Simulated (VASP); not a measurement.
Here is a VASP 6.6.1 calculation.

POSCAR

```
NaH
1.0
    0.0000000000      2.4400000000      2.4400000000
    2.4400000000      0.0000000000      2.4400000000
    2.4400000000      2.4400000000      0.0000000000
Na H
1 1
Direct
    0.0000000000      0.0000000000     -0.0289797861
    0.5000000000      0.5000000000      0.5000000000
```

INCAR.step1

```
PREC = Accurate
ENCUT = 520
ISMEAR = 0
SIGMA = 0.05
LREAL = F
LASPH = T
NELM = 100
NBANDS = 11
GGA = PE
ALGO = Normal
EDIFF = 1E-4
LWAVE = T
LCHARG = F
```

The input INCAR.step2:

```
PREC = Accurate
ENCUT = 520
EDIFF = 1E-7
ISMEAR = 0
SIGMA = 0.05
LREAL = F
LASPH = T
NELM = 100
ALGO = Normal
ISIF = 2
LWAVE = F
LCHARG = T
METAGGA = R2SCAN
LMIXTAU = T
LELF = T
LVHAR = T
NBANDS = 11
ISTART = 1
```

KPOINTS

```
regular mesh
0
Gamma
  8 8 8
```

Potentials or basis: VASP PAW PBE potentials, release 64 (Na_pv, H).

The run is started by

```bash
$ cat potpaw_PBE.64/Na_pv/POTCAR potpaw_PBE.64/H/POTCAR > POTCAR
$ cp INCAR.step1 INCAR
$ mpirun -np 1 vasp_std > vasp.out
$ cp INCAR.step2 INCAR
$ mpirun -np 1 vasp_std > vasp.out
```

(1) Estimate the largest force.

(2) What does it give for the pressure?

(3) Estimate the band gap on the k mesh.

Answers

(1) 0.088 eV/Å.

(2) -1.3 GPa.

(3) 4.31 eV, indirect (least direct gap 5.13 eV).

Caveat: the cell differs from its parent crystal (all Na atoms moved -0.100 Å, as atom 1 along Cartesian [1 1 0]); the PAW data sets were made with another functional, which shifts forces and pressure a little.
